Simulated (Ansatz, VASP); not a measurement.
**Two plane-wave programs on CaSe**

File INCAR:

```
PREC = Accurate
ENCUT = 520
EDIFF = 1E-7
ISMEAR = -1
SIGMA = 0.02
LREAL = False
LASPH = True
NELM = 80
ALGO = Normal
ISIF = 2
LWAVE = False
LCHARG = False
GGA = PE
NBANDS = 15
```

Contents of KPOINTS:

```
Automatic mesh
0
Gamma
  8 8 8
```

The input POSCAR:

```
CaSe
1.0
    3.6464162201      0.0000000000      0.0000000000
    0.0000000000      3.6464162201      0.0000000000
    0.0000000000      0.0000000000      3.6339594132
Ca Se
1 1
Direct
    0.0000000000      0.0000000000      0.0000000000
    0.5000000000      0.5000000000      0.5000000000
```

Input for Ansatz:

```yaml
crystal:
  lattice:
    - [3.6464162201, 0.0, 0.0]
    - [0.0, 3.6464162201, 0.0]
    - [0.0, 0.0, 3.6339594132]
  atoms:
    - { symbol: Ca, position: [0.0, 0.0, 0.0] }
    - { symbol: Se, position: [0.5, 0.5, 0.5] }
kpoints:
  mp_grid: { grid: [8, 8, 8] }
  band_path:
    path: [[0.0, 0.0, 0.0], [0.0, 0.5, 0.0], [0.5, 0.5, 0.0], [0.5, 0.5, 0.5]]
    npoints: 1
hamiltonian:
  xc: pbe
scf:
  occupations: { method: fermi_dirac, width: 0.02 }
  n_extra_bands: 4
output:
  forces: true
  stress: true
  eigenvalues: true
```

Change from the starting cell: epitaxial_xy strain +0.3%.

Alike in both runs: task single point; functional PBE; k mesh 8 × 8 × 8; occupations fermi-dirac, width 0.02 eV; no spin polarisation.

|  | VASP | Ansatz |
| --- | --- | --- |
| version | VASP 6.6.1 | Ansatz 0.2.0 |
| potentials or method | VASP PAW PBE potentials, release 64 (Ca_sv, Se) | plane waves, PAW |
| plane-wave cutoff (eV) | 520 | 420 |
| valence electrons in the cell | 16 | 26 |

```csv
,VASP,Ansatz,Ansatz less VASP
gap on the k mesh at the Fermi level (eV),0.74,0.75,+0.007
pressure (GPa),0.5,0.3,-0.16
"traceless stress, the component that is largest in VASP (GPa)",0.35,0.35,0.000
```

VASP's potentials hold 16 valence electrons a cell and Ansatz's 26, so a difference there can come from the potentials and not from the codes.
